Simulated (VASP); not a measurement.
# Ta16Si in VASP: notebook

Ta16Si is run at these levels: PBE; tasks: single point.

Everything below comes from runs of VASP 6.6.1. Logs are shortened: lines on timing, memory, paths and dates and some standing lists are left out, and cuts for length are marked.

### Step 1. The cell of the first run

The cell holds a slab with vacuum, 17 atoms: a = 6.638 Å, b = 6.638 Å, c = 20.300 Å, α = 90.00°, β = 90.00°, γ = 90.00°.

### Step 2. Single point, PBE

The input, INCAR:

```
SYSTEM = Ta16Si
  ALGO = Normal
  DIPOL = 0.5 0.5 0.331
  EDIFF = 1E-6
  ENCUT = 520
  GGA = PE
  IDIPOL = 3
  ISIF = 2
  ISMEAR = 0
  LASPH = .TRUE.
  LCHARG = .FALSE.
  LDIPOL = .TRUE.
  LREAL = Auto
  LWAVE = .FALSE.
  NBANDS = 104
  NELM = 100
  PREC = Accurate
  SIGMA = 0.1
```

The input, KPOINTS:

```
k-points
0
G
  4 4 1
  0 0 0
```

The input, POSCAR:

```
Ta16Si
1.0
    6.6379342679      0.0000000000      0.0000000000
    0.0000000000      6.6379342679      0.0000000000
    0.0000000000      0.0000000000     20.2996559574
Ta Si
16 1
Direct
    0.2500000000      0.2500000000      0.1970476745
    0.2500000000      0.7500000000      0.1970476745
    0.7500000000      0.2500000000      0.1970476745
    0.7500000000      0.7500000000      0.1970476745
    0.0000000000      0.0000000000      0.2787970190
    0.0000000000      0.5000000000      0.2787970190
    0.5000000000      0.0000000000      0.2787970190
    0.5000000000      0.5000000000      0.2787970190
    0.2500000000      0.2500000000      0.3599139064
    0.2500000000      0.7500000000      0.3599139064
    0.7500000000      0.2500000000      0.3599139064
    0.7500000000      0.7500000000      0.3599139064
    0.0000000000      0.0000000000      0.4334879357
    0.0000000000      0.5000000000      0.4334879357
    0.5000000000      0.0000000000      0.4334879357
    0.5000000000      0.5000000000      0.4334879357
    0.0000000000      0.0000000000      0.5529725717
```

Potentials or basis: VASP PAW PBE potentials, release 64 (Ta_pv, Si).

Launch:

```console
cat potpaw_PBE.64/Ta_pv/POTCAR potpaw_PBE.64/Si/POTCAR > POTCAR
mpirun -np 1 vasp_std > vasp.out
```

OUTCAR:

```text
SYSTEM = Ta16Si
   EDIFF = 1E-6
   ENCUT = 520
   GGA = PE
   ISIF = 2
   ISMEAR = 0
   LASPH = .TRUE.
   LREAL = Auto
   NELM = 100
   PREC = Accurate

 ion  position               nearest neighbor table
   1  0.250  0.250  0.197-   5 2.87   6 2.87   7 2.87   8 2.87   9 3.31   3 3.32   2 3.32   2 3.32
                             3 3.32
   2  0.250  0.750  0.197-   5 2.87   6 2.87   7 2.87   8 2.87  10 3.31   4 3.32   1 3.32   1 3.32
                             4 3.32
   3  0.750  0.250  0.197-   5 2.87   6 2.87   7 2.87   8 2.87  11 3.31   4 3.32   1 3.32   4 3.32
                             1 3.32
   4  0.750  0.750  0.197-   5 2.87   6 2.87   7 2.87   8 2.87  12 3.31   3 3.32   2 3.32   3 3.32
                             2 3.32
   5  0.000  0.000  0.279-   9 2.87  10 2.87  11 2.87  12 2.87   1 2.87   2 2.87   3 2.87   4 2.87
                            13 3.14   7 3.32   6 3.32   6 3.32   7 3.32
   6  0.000  0.500  0.279-   9 2.87  10 2.87  11 2.87  12 2.87   1 2.87   2 2.87   3 2.87   4 2.87
                            14 3.14   8 3.32   5 3.32   5 3.32   8 3.32
   7  0.500  0.000  0.279-   9 2.87  10 2.87  11 2.87  12 2.87   1 2.87   2 2.87   3 2.87   4 2.87
                            15 3.14   8 3.32   5 3.32   8 3.32   5 3.32
   8  0.500  0.500  0.279-   9 2.87  10 2.87  11 2.87  12 2.87   1 2.87   2 2.87   3 2.87   4 2.87
                            16 3.14   7 3.32   6 3.32   7 3.32   6 3.32
   9  0.250  0.250  0.360-  13 2.78  14 2.78  15 2.78  16 2.78   5 2.87   6 2.87   7 2.87   8 2.87
                             1 3.31  10 3.32  11 3.32  10 3.32  11 3.32
  10  0.250  0.750  0.360-  13 2.78  14 2.78  15 2.78  16 2.78   5 2.87   6 2.87   7 2.87   8 2.87
                             2 3.31   9 3.32  12 3.32   9 3.32  12 3.32
  11  0.750  0.250  0.360-  13 2.78  14 2.78  15 2.78  16 2.78   5 2.87   6 2.87   7 2.87   8 2.87
                             3 3.31   9 3.32  12 3.32  12 3.32   9 3.32
  12  0.750  0.750  0.360-  13 2.78  14 2.78  15 2.78  16 2.78   5 2.87   6 2.87   7 2.87   8 2.87
                             4 3.31  10 3.32  11 3.32  11 3.32  10 3.32
  13  0.000  0.000  0.433-  17 2.43  10 2.78  11 2.78  12 2.78   9 2.78   5 3.14  15 3.32  14 3.32
                            14 3.32  15 3.32
  14  0.000  0.500  0.433-   9 2.78  10 2.78  11 2.78  12 2.78   6 3.14  13 3.32  16 3.32  13 3.32
                            16 3.32
  15  0.500  0.000  0.433-   9 2.78  10 2.78  11 2.78  12 2.78   7 3.14  13 3.32  16 3.32  16 3.32
                            13 3.32
  16  0.500  0.500  0.433-   9 2.78  10 2.78  11 2.78  12 2.78   8 3.14  14 3.32  15 3.32  15 3.32
                            14 3.32
  17  0.000  0.000  0.553-  13 2.43

  LATTYP: Found a simple tetragonal cell.
 ALAT       =     6.6379342679
 C/A-ratio  =     3.0581284987

  Lattice vectors:

 A1 = (   6.6379342679,   0.0000000000,   0.0000000000)
 A2 = (   0.0000000000,   6.6379342679,   0.0000000000)
 A3 = (   0.0000000000,   0.0000000000,  20.2996559574)

Analysis of symmetry for initial positions (statically):
=====================================================================
 Subroutine PRICEL returns:
 Original cell was already a primitive cell.
[... 157 lines left out ...]
   LORBIT       =      0    0 simple, 1 ext, 2 COOP (PROOUT), +10 PAW based schemes
   GGA     = PE    functional components
   LHFCALC =     F    Hartree Fock is set to
   AEXX    =    0.0000 exact exchange contribution
   IVDW    =     0    specifies the selected vdW correction
   LEPSILON=     F    determine dielectric tensor
   LRPA    =     F    only Hartree local field effects (RPA)
 non-spin polarized calculation
 Gauss-broadening in eV      SIGMA  =   0.10
  energy-cutoff  :      520.00
  volume of cell :      894.45
 maximum number of plane-waves:     24163
 NGX is ok and might be reduce to    50
   NGX = 25   NGY = 25   NGZ = 75

 dipolmoment           0.000000      0.000000     -0.021979 electrons x Angstroem

 number of electron     179.9999956 magnetization

 dipolmoment           0.000000      0.000000      0.129801 electrons x Angstroem

 Free energy of the ion-electron system (eV)
  ---------------------------------------------------
  ext. energy  EPLUGINS =         0.00000000
  ---------------------------------------------------
  free energy    TOTEN  =      -177.61760470 eV

  energy without entropy =     -177.50582918  energy(sigma->0) =     -177.56171694

 E-fermi :  -0.5329     XC(G=0):  -5.5536

 val. band max:       -0.5361832676   @ k =   0.0000   0.0000   0.0000
 cond. band min:      -0.5317111396   @ k =   0.5000   0.5000   0.0000
 fundamental gap:      0.0044721281
 Fermi energy:        -0.5329170436

 k-point     1 :       0.0000    0.0000    0.0000
  band No.  band energies     occupation
      1     -35.5696      2.00000
      2     -35.5632      2.00000
      3     -35.5557      2.00000
      4     -35.5557      2.00000
      5     -35.5515      2.00000
      6     -35.5515      2.00000
[... 619 lines left out ...]
    101      -0.0660      0.00000
    102       0.0553      0.00000
 [bands above 102 left out]

------------------------ aborting loop because EDIFF is reached ----------------------------------------

 vacuum level on the upper side and lower side of the slab       (xc-potential included)         0.021        -0.481

  FORCE on cell =-STRESS in cart. coord.  units (eV):
  Direction    XX          YY          ZZ          XY          YZ          ZX
  --------------------------------------------------------------------------------------
  -------------------------------------------------------------------------------------
  Total      -18.6724484    -18.6724484     -3.2767074      0.0000000     -0.0000000      0.0000000
  in kB      -33.4470082    -33.4470082     -5.8693996      0.0000000     -0.0000000      0.0000000
  external PRESSURE =     -24.2544720 kB  Pullay stress =       0.0000000 kB

 VOLUME and BASIS-vectors are now :
 -----------------------------------------------------------------------------
  energy-cutoff  :      520.00
  volume of cell :      894.45
      direct lattice vectors                 reciprocal lattice vectors
     6.637934268  0.000000000  0.000000000     0.150649277  0.000000000  0.000000000
     0.000000000  6.637934268  0.000000000     0.000000000  0.150649277  0.000000000
     0.000000000  0.000000000 20.299655957     0.000000000  0.000000000  0.049261919

 POSITION                                       TOTAL-FORCE (eV/Angst)
 -----------------------------------------------------------------------------------
      1.65948      1.65948      4.00000        -0.029576     -0.029576      0.811786
      1.65948      4.97845      4.00000        -0.029576      0.029576      0.811786
      4.97845      1.65948      4.00000         0.029576     -0.029576      0.811786
      4.97845      4.97845      4.00000         0.029576      0.029576      0.811786
      0.00000      0.00000      5.65948        -0.000000     -0.000000     -1.216171
      0.00000      3.31897      5.65948         0.000000     -0.000000     -0.762950
[... 9 lines left out ...]
      3.31897      3.31897      8.79966         0.000000     -0.000000     -0.316769
      0.00000      0.00000     11.22515         0.000000     -0.000000      0.023421
 -----------------------------------------------------------------------------------
    total drift:                               -0.000000      0.000000      0.007894

  FREE ENERGIE OF THE ION-ELECTRON SYSTEM (eV)
  ---------------------------------------------------
  free  energy   TOTEN  =      -177.6176046973 eV

  energy  without entropy=     -177.5058291846  energy(sigma->0) =     -177.56171694

 vacuum level on the upper side and lower side of the slab         3.763         3.253
```

stdout:

```text
POSCAR found type information on POSCAR TaSi
 POSCAR found :  2 types and      17 ions
 scaLAPACK will be used
 LDA part: xc-table for (Slater+PW92), standard interpolation
 POSCAR, INCAR and KPOINTS ok, starting setup
 FFT: planning ... GRIDC
 FFT: planning ... GRID_SOFT
 FFT: planning ... GRID
 WAVECAR not read
 entering main loop
```

It took 16 min on 1 thread of Intel Xeon 6975P-C (Granite Rapids), shared host; peak memory 0.96 GiB.

What came out:

| Quantity | Value |
| --- | --- |
| Free energy | -177.6176 eV |
| Largest force | 1.216 eV/Å |
| Band gap on the k mesh | zero (bands 90 and 91 overlap by 0.47 eV) |

Forces on the atoms (eV/Å):
```
Ta  -0.030 -0.030  0.812
Ta  -0.030  0.030  0.812
Ta   0.030 -0.030  0.812
Ta   0.030  0.030  0.812
Ta   0.000  0.000 -1.216
Ta   0.000  0.000 -0.763
Ta   0.000  0.000 -0.763
Ta   0.000  0.000 -0.633
Ta   0.251  0.251 -0.292
Ta   0.251 -0.251 -0.292
Ta  -0.251  0.251 -0.292
Ta  -0.251 -0.251 -0.292
Ta   0.000  0.000  0.812
Ta   0.000  0.000  0.389
Ta   0.000  0.000  0.389
Ta   0.000  0.000 -0.317
Si   0.000  0.000  0.023
```

Levels at points of the mesh, in eV from the Fermi level:
```tsv
k point	band 85	band 86	band 87	band 88	band 89	band 90	band 91	band 92	band 93	band 94
(0.00, 0.00, 0.00)	-0.15	-0.12	0.00	0.12	0.13	0.15	0.15	0.18	0.34	0.34
(0.50, 0.00, 0.00)	-0.67	-0.48	-0.42	-0.41	-0.37	-0.03	0.00	0.09	0.26	0.27
(0.50, 0.50, 0.00)	-1.04	-0.89	-0.89	-0.86	-0.77	-0.32	-0.32	-0.14	-0.08	-0.03
```

Caveat: spin-orbit coupling is left out, which moves the levels of the heavy elements.

### Step 3. Single point, PBE

The input, INCAR:

```
  ALGO = Normal
  DIPOL = 0.5 0.5 0.328
  EDIFF = 1E-6
  ENCUT = 520
  GGA = PE
  IDIPOL = 3
  ISIF = 2
  ISMEAR = 0
  LASPH = True
  LCHARG = False
  LDIPOL = True
  LREAL = Auto
  LWAVE = False
  NBANDS = 104
  NELM = 80
  PREC = Accurate
  SIGMA = 0.1
```

The input, KPOINTS:

```
k-points
0
Gamma
  4 4 1
```

Changes to POSCAR since step 2:

```diff
@@ -24,2 +24,2 @@
     0.5000000000      0.5000000000      0.4334879357
-    0.0000000000      0.0000000000      0.5529725717
+    0.2500000000      0.2500000000      0.4933331254
```

Potentials or basis: VASP PAW PBE potentials, release 64 (Ta_pv, Si).

Launch:

```console
cat potpaw_PBE.64/Ta_pv/POTCAR potpaw_PBE.64/Si/POTCAR > POTCAR
mpirun -np 1 vasp_std > vasp.out
```

Wall time 17 min (1 thread of Intel Xeon 6975P-C (Granite Rapids), shared host); peak memory 0.96 GiB.

The run converged. Its results:

```
Free energy            : -181.3040 eV
Largest force          : 1.537 eV/Å
Band gap on the k mesh : zero (bands 90 and 91 overlap by 0.84 eV)
```

Forces in eV/Å, atoms in the order of the input:
```
Ta   0.000  0.000  0.936
Ta   0.000  0.000  0.827
Ta   0.000  0.000  0.827
Ta   0.000  0.000  0.837
Ta  -0.019 -0.019 -0.915
Ta  -0.019  0.019 -0.915
Ta   0.019 -0.019 -0.915
Ta   0.019  0.019 -0.915
Ta   0.000  0.000 -1.537
Ta   0.000  0.000 -0.314
Ta   0.000  0.000 -0.314
Ta   0.000  0.000 -0.555
Ta  -0.152 -0.152  0.737
Ta  -0.152  0.152  0.737
Ta   0.152 -0.152  0.737
Ta   0.152  0.152  0.737
Si   0.000  0.000  0.005
```

Levels at points of the mesh, in eV from the Fermi level:
| k point | band 86 | band 87 | band 88 | band 89 | band 90 | band 91 | band 92 | band 93 | band 94 | band 95 |
| --- | --- | --- | --- | --- | --- | --- | --- | --- | --- | --- |
| (0.00, 0.00, 0.00) | -0.03 | -0.03 | -0.03 | 0.09 | 0.22 | 0.25 | 0.45 | 0.45 | 0.52 | 0.52 |
| (0.50, 0.00, 0.00) | -0.56 | -0.49 | -0.43 | -0.26 | -0.24 | -0.05 | 0.32 | 0.34 | 0.35 | 0.56 |
| (0.50, 0.50, 0.00) | -0.82 | -0.82 | -0.78 | -0.72 | -0.62 | -0.62 | -0.05 | 0.02 | 0.06 | 0.06 |

Caveat: spin-orbit coupling is left out, which moves the levels of the heavy elements.

The gap in the log of VASP goes by the Fermi energy; the results here count the filled bands.